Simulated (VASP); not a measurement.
Al2Pt:

```
Al Pt
1.0
     0.00000    2.67833    2.67833
     2.67833    0.00000    2.67833
     2.67833    2.67833    0.00000
Al Pt
2 1
Direct
  0.25000 0.25000 0.25000
  0.75000 0.75000 0.75000
  0.00000 0.00000 0.00000
```

```yaml
Program: VASP 6.6.1
Task: relaxation of cell and atoms
Functional: PBE
Potentials_or_basis: VASP PAW PBE potentials, release 64 (Al, Pt)
Cutoff: 500 eV
k_mesh: 6 × 6 × 6
Occupations: gaussian, width 0.2 eV
Spin: no spin polarisation
```

At the start: pressure 80.0 GPa; volume 12.81 Å³/atom.

Problem. How do energy, volume and symmetry change on relaxing?

Solution. Over 5 steps the energy falls by 888.4 meV/atom and the volume is 17.49 Å³/atom (+36.6 %); space group Fm-3m (No. 225, to 0.05 Å).

The path:
```tsv
step	energy change (eV)	largest force (eV/Å)	pressure (GPa)	volume (Å³)
1	0.0000	0.0000	79.96	38.43
2	0.6792	0.0000	-18.47	86.07
3	-2.6422	0.0000	-4.02	54.24
4	-2.6623	0.0000	-1.44	53.08
5	-2.6651	0.0000	0.02	52.47
```

Final structure:
```
Al Pt
1.0
     0.00000    2.97144    2.97144
     2.97144    0.00000    2.97144
     2.97144    2.97144    0.00000
Al Pt
2 1
Cartesian
  1.4857 1.4857 1.4857
  4.4572 4.4572 4.4572
  0.0000 0.0000 0.0000
```

Caveat: the volume moved by over 15 % at a fixed basis, so the end points are rough.
